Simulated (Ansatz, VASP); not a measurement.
**Two plane-wave programs on Co**

```
CELL_PARAMETERS angstrom
-1.38476 1.38476 1.38476
1.38476 -1.38476 1.38476
1.38476 1.38476 -1.38476
ATOMIC_POSITIONS crystal
Co 0.00000 0.00000 0.00000
```

Alike in both runs: task single point; functional BLYP; k mesh 18 × 18 × 18; occupations fermi-dirac, width 0.1 eV; no spin polarisation.

|  | VASP | Ansatz |
| --- | --- | --- |
| version | VASP 6.6.1 | Ansatz 0.2.0 |
| potentials or method | VASP PAW PBE potentials, release 64 (Co), cutoff 520 eV | plane waves (420 eV) with PAW, scalar-relativistic |
| valence electrons in the cell | 9 | 17 |

Ansatz gave:

- pressure (GPa): 9.3

Task: Which values does VASP return?

Result: Pressure (GPa): 8.9.

VASP's potentials were made for PBE, not for BLYP. The functional is the same, so the differences come from potentials, cutoffs and numerics. VASP's potentials hold 9 valence electrons a cell and Ansatz's 17, so a difference there can come from the potentials and not from the codes.
